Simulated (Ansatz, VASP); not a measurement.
CoMo in VASP and in Ansatz

Contents of INCAR:

```
PREC = Accurate ; ENCUT = 690
EDIFF = 1E-6 ; ISMEAR = -1
SIGMA = 0.05 ; LREAL = F
LASPH = T ; NELM = 120
ALGO = Normal ; ISIF = 2
LWAVE = F ; LCHARG = T
GGA = CA ; LELF = T
LVHAR = T ; NBANDS = 22
GGA_COMPAT = F
```

File KPOINTS:

```
Automatic mesh
0
Gamma
  14 14 8
```

Contents of POSCAR:

```
CoMo
1.0
    2.7391149048      0.0000000000      0.0000000000
   -1.3695574524      2.3721430914      0.0000000000
    0.0000000000      0.0000000000      4.2522140935
Co Mo
1 1
Direct
    0.6666666667      0.3333333333      0.5000000000
    0.3333333333      0.6666666667      0.0000000000
```

Input for Ansatz:

```yaml
crystal:
  lattice:
    - [2.7391149048, 0.0, 0.0]
    - [-1.3695574524, 2.3721430914, 0.0]
    - [0.0, 0.0, 4.2522140935]
  atoms:
    - { symbol: Co, position: [0.6666666667, 0.3333333333, 0.5] }
    - { symbol: Mo, position: [0.3333333333, 0.6666666667, 0.0] }
kpoints:
  mp_grid: { grid: [14, 14, 8] }
scf:
  occupations: { method: fermi_dirac, width: 0.05 }
hamiltonian:
  xc: lda
  pseudopotentials: { kind: paw }
output:
  forces: true
  stress: true
  eigenvalues: true
  write_density: true
  write_potential: true
  elf: true
  volumetric_format: npy
```

Change from the starting cell: volume scaled by 1.05, no spin polarisation, PAW files.

Alike in both runs: task single point; functional LDA; k mesh 14 × 14 × 8; occupations fermi-dirac, width 0.05 eV; no spin polarisation.

```csv
,VASP,Ansatz
version,VASP 6.6.1,Ansatz 0.2.0
potentials or method,"VASP PAW LDA potentials, release 64 (Co_sv, Mo_sv)","PAW with Ansatz's default frozen-core files, scalar-relativistic"
plane-wave cutoff (eV),690,420
valence electrons in the cell,31,31
```

|  | VASP | Ansatz | Ansatz less VASP |
| --- | --- | --- | --- |
| pressure (GPa) | -22.7 | -23.2 | -0.52 |
| traceless stress, the component that is largest in VASP (GPa) | -0.35 | -0.19 | +0.160 |

LDA's correlation is that of Perdew and Zunger in VASP and of Perdew and Wang (1992) in Ansatz.
